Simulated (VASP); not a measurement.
Input of a VASP 6.6.1 run:

The input INCAR:

```
SYSTEM = CoSn
PREC = Accurate
ENCUT = 600
EDIFF = 1E-6
ISMEAR = 0
SIGMA = 0.1
LREAL = .False.
LASPH = .True.
NELM = 100
ALGO = Normal
ISIF = 3
LWAVE = .False.
LCHARG = .False.
GGA = PE
IBRION = 2
NSW = 100
EDIFFG = -0.005
```

KPOINTS

```
Automatic mesh
0
Gamma
  12 12 8
  0 0 0
```

File POSCAR:

```
CoSn
1.0
    5.2460399276      0.0000000000      0.0000000000
   -2.6230199638      4.5432038466      0.0000000000
    0.0000000000      0.0000000000      4.1875903000
Co Sn
3 3
Direct
    0.0000000000      0.5000000000      0.0000000000
    0.5000000000      0.5000000000      0.0000000000
    0.5000000000      0.0000000000      0.0000000000
    0.6666666700      0.3333333300      0.5000000000
    0.3333333300      0.6666666700      0.5000000000
    0.0000000000      0.0000000000      0.0000000000
```

Potentials or basis: VASP PAW PBE potentials, release 64 (Co, Sn_d).

Command:

```sh
$ cat potpaw_PBE.64/Co/POTCAR potpaw_PBE.64/Sn_d/POTCAR > POTCAR
$ mpirun -np 1 vasp_std > vasp.out
```

**Question.** Estimate the relaxed cell.

**Answer.** a = 5.296 Å, b = 5.296 Å, c = 4.228 Å, α = 90.00°, β = 90.00°, γ = 120.00°.

**Question.** Estimate the relaxed volume.

**Answer.** 17.12 Å³/atom.

The path:
```tsv
step	energy change (eV)	largest force (eV/Å)	pressure (GPa)	volume (Å³)
1	0.0000	0.0000	3.94	99.81
2	0.0017	0.0000	-3.54	105.83
3	-0.0343	0.0000	0.01	102.70
```

Caveat: spin-orbit coupling is left out, which moves the levels of the heavy elements. Spin polarisation is off, so any magnetic state and its effect on volume and gap are missing.
